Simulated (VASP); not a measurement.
# TaN (Fm-3m) in VASP: notebook, part 2 of 3

VASP 6.6.1. The steps go on from the part before.

**3. Single point, r2SCAN (equal strain along all axes, cell held: -4.5 %)**

Input file POSCAR:

```
TaN
1.0
    2.0993443314      2.0993443314      0.0000000000
   -2.0993443314      2.0993443314      0.0000000000
    0.0000000000      0.0000000000      4.1986886627
Ta N
2 2
Direct
    0.5000000000      0.5000000000      0.0000000000
    0.0000000000      0.0000000000      0.5000000000
    0.0000000000      0.0000000000      0.0000000000
    0.5000000000      0.5000000000      0.5000000000
```

Input file INCAR.step1:

```
SYSTEM = TaN
ALGO = Normal
EDIFF = 1E-4
ENCUT = 520
GGA = PE
ISMEAR = 0
LASPH = .TRUE.
LCHARG = .FALSE.
LREAL = .FALSE.
LWAVE = .TRUE.
NBANDS = 24
NELM = 60
PREC = Accurate
SIGMA = 0.1
```

Input file INCAR.step2:

```
SYSTEM = TaN
ALGO = Normal
EDIFF = 1E-7
ENCUT = 520
ISIF = 2
ISMEAR = 0
ISTART = 1
LASPH = .TRUE.
LCHARG = .FALSE.
LMIXTAU = .TRUE.
LREAL = .FALSE.
LWAVE = .FALSE.
METAGGA = R2SCAN
NBANDS = 24
NELM = 60
PREC = Accurate
SIGMA = 0.1
```

Input file KPOINTS:

```
k-points
0
G
  16 16 12
  0 0 0
```

Potentials or basis: VASP PAW PBE potentials, release 64 (Ta_pv, N).

The run is started by

```bash
cat potpaw_PBE.64/Ta_pv/POTCAR potpaw_PBE.64/N/POTCAR > POTCAR
cp INCAR.step1 INCAR
mpirun -np 1 vasp_std > vasp.out
cp INCAR.step2 INCAR
mpirun -np 1 vasp_std > vasp.out
```

OUTCAR:

```text
SYSTEM = TaN
   EDIFF = 1E-7
   ENCUT = 520
   ISIF = 2
   ISMEAR = 0
   ISTART = 1
   LASPH = .TRUE.
   LREAL = .FALSE.
   METAGGA = R2SCAN
   NELM = 60
   PREC = Accurate

 ion  position               nearest neighbor table
   1  0.500  0.500  0.000-   4 2.10   4 2.10   3 2.10   3 2.10   3 2.10   3 2.10   2 2.97   2 2.97
                             2 2.97   2 2.97   2 2.97   2 2.97   2 2.97   2 2.97
   2  0.000  0.000  0.500-   3 2.10   3 2.10   4 2.10   4 2.10   4 2.10   4 2.10   1 2.97   1 2.97
                             1 2.97   1 2.97   1 2.97   1 2.97   1 2.97   1 2.97
   3  0.000  0.000  0.000-   2 2.10   2 2.10   1 2.10   1 2.10   1 2.10   1 2.10
   4  0.500  0.500  0.500-   1 2.10   1 2.10   2 2.10   2 2.10   2 2.10   2 2.10

  LATTYP: Found a simple tetragonal cell.
 ALAT       =     2.9689212256
 C/A-ratio  =     1.4142135623

  Lattice vectors:

 A1 = (   2.0993443314,   2.0993443314,   0.0000000000)
 A2 = (  -2.0993443314,   2.0993443314,   0.0000000000)
 A3 = (   0.0000000000,   0.0000000000,   4.1986886627)

Analysis of symmetry for initial positions (statically):
=====================================================================
 Subroutine PRICEL returns following result:

  LATTYP: Found a face centered cubic cell.
 ALAT       =     4.1986886628

  Lattice vectors:

 A1 = (   0.0000000000,  -2.0993443314,  -2.0993443314)
 A2 = (   2.0993443314,   0.0000000000,  -2.0993443314)
 A3 = (   2.0993443314,  -2.0993443314,   0.0000000000)

   2 primitive cells build up your supercell.

 Routine SETGRP: Setting up the symmetry group for a
 simple tetragonal supercell.

 Subroutine GETGRP returns: Found 16 space group operations
 (whereof 16 operations were pure point group operations)
 out of a pool of 16 trial point group operations.

The static configuration has the point symmetry D_4h.

Analysis of symmetry for dynamics (positions and initial velocities):
=====================================================================
 Subroutine PRICEL returns following result:

[... 139 lines left out ...]
  volume/ion in A,a.u.               =       9.25        62.44
  Fermi-wavevector in a.u.,A,eV,Ry     =   1.559628  2.947270 33.095368  2.432441
  Thomas-Fermi vector in A             =   2.662959
   LORBIT       =      0    0 simple, 1 ext, 2 COOP (PROOUT), +10 PAW based schemes
   METAGGA = R2SCAN    functional components
   LHFCALC =     F    Hartree Fock is set to
   AEXX    =    0.0000 exact exchange contribution
   IVDW    =     0    specifies the selected vdW correction
   LEPSILON=     F    determine dielectric tensor
   LRPA    =     F    only Hartree local field effects (RPA)
 non-spin polarized calculation
 Gauss-broadening in eV      SIGMA  =   0.10
  energy-cutoff  :      520.00
  volume of cell :       37.01
 maximum number of plane-waves:      1017
 NGX is ok and might be reduce to    24
   NGX = 11   NGY = 11   NGZ = 15

 number of electron      31.9999999 magnetization

 Free energy of the ion-electron system (eV)
  ---------------------------------------------------
  ext. energy  EPLUGINS =         0.00000000
  ---------------------------------------------------
  free energy    TOTEN  =      -118.16757128 eV

  energy without entropy =     -118.15915161  energy(sigma->0) =     -118.16336145

 E-fermi :  11.2482     XC(G=0): -15.3676

 val. band max:       11.2450059956   @ k =   0.3125   0.0625   0.0833
 cond. band min:      11.2510464691   @ k =   0.3125   0.1250   0.5000
 fundamental gap:      0.0060404735
 Fermi energy:        11.2481635644

 k-point     1 :       0.0000    0.0000    0.0000
  band No.  band energies     occupation
      1     -26.8259      2.00000
      2     -26.0847      2.00000
      3     -26.0847      2.00000
      4     -25.6125      2.00000
      5     -25.6125      2.00000
      6     -25.6115      2.00000
[... 637 lines left out ...]
     23      19.0763      0.00000
     24      19.0763      0.00000

 [... further k-points ...]

------------------------ aborting loop because EDIFF is reached ----------------------------------------

  FORCE on cell =-STRESS in cart. coord.  units (eV):
  Direction    XX          YY          ZZ          XY          YZ          ZX
  --------------------------------------------------------------------------------------
  -------------------------------------------------------------------------------------
  Total       15.8868841     15.8868841     15.9605416      0.0000000     -0.0000000      0.0000000
  in kB      687.7621742    687.7621742    690.9508960      0.0000000     -0.0000000      0.0000000
  external PRESSURE =     688.8250815 kB  Pullay stress =       0.0000000 kB

 VOLUME and BASIS-vectors are now :
 -----------------------------------------------------------------------------
  energy-cutoff  :      520.00
  volume of cell :       37.01
      direct lattice vectors                 reciprocal lattice vectors
     2.099344331  2.099344331  0.000000000     0.238169600  0.238169600  0.000000000
    -2.099344331  2.099344331  0.000000000    -0.238169600  0.238169600  0.000000000
     0.000000000  0.000000000  4.198688663     0.000000000  0.000000000  0.238169600

 POSITION                                       TOTAL-FORCE (eV/Angst)
 -----------------------------------------------------------------------------------
      0.00000      2.09934      0.00000        -0.000000      0.000000      0.000000
      0.00000      0.00000      2.09934         0.000000      0.000000     -0.000000
      0.00000      0.00000      0.00000         0.000000     -0.000000     -0.000000
      0.00000      2.09934      2.09934        -0.000000     -0.000000     -0.000000
 -----------------------------------------------------------------------------------
    total drift:                                0.000000     -0.000000     -0.000000

  FREE ENERGIE OF THE ION-ELECTRON SYSTEM (eV)
  ---------------------------------------------------
  free  energy   TOTEN  =      -118.1675712792 eV

  energy  without entropy=     -118.1591516139  energy(sigma->0) =     -118.16336145
```

It took 25 min on 1 thread of Oxide Virtual Turin-like, shared host; peak memory 0.31 GiB.

What came out:

```yaml
Free_energy: -118.1676 eV
Pressure: 68.9 GPa
Band_gap_on_the_k_mesh: zero (bands 16 and 17 overlap by 5.00 eV)
```

Levels at points of the mesh, in eV from the Fermi level:
```tsv
k point	band 13	band 14	band 15	band 16	band 17	band 18	band 19	band 20
(0.00, 0.00, 0.00)	-4.56	-4.56	-4.56	-2.59	-2.59	-2.59	0.15	0.15
(0.50, 0.00, 0.00)	-7.68	-7.68	0.49	0.49	0.75	0.75	2.21	2.21
(0.50, 0.50, 0.00)	-5.29	-5.29	-5.29	-5.29	2.69	2.69	4.43	4.43
(0.00, 0.00, 0.50)	-5.74	-5.74	-5.04	-5.04	1.28	1.28	2.04	2.04
(0.50, 0.00, 0.50)	-9.11	-9.11	2.41	2.41	2.41	2.41	2.58	2.58
(0.50, 0.50, 0.50)	-7.70	-7.70	-0.24	-0.24	-0.24	-0.24	4.45	4.45
```

Caveat: the cell differs from its parent crystal (equal strain along all axes, cell held: -4.5 %); the cell stands under pressure; the PAW data sets were made with another functional, which shifts forces and pressure a little; spin-orbit coupling is left out, which moves the levels of the heavy elements.

**4. Single point, r2SCAN (equal strain along all axes, cell held: -3.0 %)**

Input file POSCAR:

```
TaN
1.0
    2.1323183261      2.1323183261      0.0000000000
   -2.1323183261      2.1323183261      0.0000000000
    0.0000000000      0.0000000000      4.2646366522
Ta N
2 2
Direct
    0.5000000000      0.5000000000      0.0000000000
    0.0000000000      0.0000000000      0.5000000000
    0.0000000000      0.0000000000      0.0000000000
    0.5000000000      0.5000000000      0.5000000000
```

Input file INCAR.step1:

```
  ALGO = Normal
  EDIFF = 1E-4
  ENCUT = 520
  GGA = PE
  ISMEAR = 0
  LASPH = True
  LCHARG = False
  LREAL = False
  LWAVE = True
  NBANDS = 24
  NELM = 100
  PREC = Accurate
  SIGMA = 0.1
```

Input file INCAR.step2:

```
  ALGO = Normal
  EDIFF = 1E-7
  ENCUT = 520
  ISIF = 2
  ISMEAR = 0
  ISTART = 1
  LASPH = True
  LCHARG = True
  LELF = True
  LMIXTAU = True
  LREAL = False
  LVHAR = True
  LWAVE = False
  METAGGA = R2SCAN
  NBANDS = 24
  NELM = 100
  PREC = Accurate
  SIGMA = 0.1
```

Input file KPOINTS:

```
k-points
0
Gamma
  16 16 12
```

The run is started by

```bash
cat potpaw_PBE.64/Ta_pv/POTCAR potpaw_PBE.64/N/POTCAR > POTCAR
cp INCAR.step1 INCAR
mpirun -np 1 vasp_std > vasp.out
cp INCAR.step2 INCAR
mpirun -np 1 vasp_std > vasp.out
```

Wall time 25 min (1 thread of Oxide Virtual Turin-like, shared host); peak memory 0.32 GiB.

The run converged. Its results:

| Property | Result |
| --- | --- |
| Free energy | -118.7767 eV |
| Pressure | 41.9 GPa |
| Band gap on the k mesh | zero (bands 16 and 17 overlap by 4.68 eV) |

Levels at points of the mesh, in eV from the Fermi level:
```csv
k point,band 12,band 13,band 14,band 15,band 16,band 17,band 18,band 19,band 20,band 21
"(0.00, 0.00, 0.00)",-5.21,-4.42,-4.42,-4.42,-2.44,-2.44,-2.44,0.14,0.15,2.52
"(0.50, 0.00, 0.00)",-8.30,-7.47,-7.47,0.46,0.46,0.72,0.72,2.05,2.05,3.71
"(0.50, 0.50, 0.00)",-6.30,-5.21,-5.21,-5.21,-5.21,2.52,2.52,4.12,4.12,4.12
"(0.00, 0.00, 0.50)",-5.58,-5.58,-5.58,-4.75,-4.75,1.21,1.21,1.91,1.91,1.91
"(0.50, 0.00, 0.50)",-8.72,-8.72,-8.72,2.24,2.24,2.24,2.24,2.40,2.40,4.41
"(0.50, 0.50, 0.50)",-7.54,-7.54,-7.54,-0.23,-0.23,-0.23,-0.23,4.13,4.13,5.04
```

Caveat: the cell differs from its parent crystal (equal strain along all axes, cell held: -3.0 %); the cell stands under pressure; the PAW data sets were made with another functional, which shifts forces and pressure a little; spin-orbit coupling is left out, which moves the levels of the heavy elements.

[end of part 2 of 3]
